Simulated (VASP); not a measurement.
CuO, 4 atoms in the cell. The typed cell holds 4 atoms: a = 2.993 Å, b = 2.993 Å, c = 5.184 Å, α = 73.22°, β = 73.22°, γ = 60.00°. 

```yaml
Program: VASP 6.6.1
Task: single point
Functional: PBE
Potentials_or_basis: VASP PAW PBE potentials, release 64 (Cu, O)
Cutoff: 520 eV
k_mesh: 5 × 5 × 3
Occupations: fermi-dirac, width 0.05 eV
Spin: no spin polarisation
Dipole_correction: no
Further_INCAR_settings: ALGO = Normal; EDIFF = 1e-07; NBANDS = 25
```

Potentials or basis: VASP PAW PBE potentials, release 64 (Cu, O).

The run is started by

```bash
$ cat potpaw_PBE.64/Cu/POTCAR potpaw_PBE.64/O/POTCAR > POTCAR
$ mpirun -np 1 vasp_std > vasp.out
```

Hardware: 1 thread of Intel(R) Xeon(R) Platinum 8375C CPU @ 2.90GHz (Ice Lake), with other jobs on the host.

Problem. Estimate the wall time of this run.

Solution. Wall time 43 s on 1 thread of Intel(R) Xeon(R) Platinum 8375C CPU @ 2.90GHz (Ice Lake), on a shared host, peak memory 0.17 GiB. Counts: scf iterations 15, k points 38.
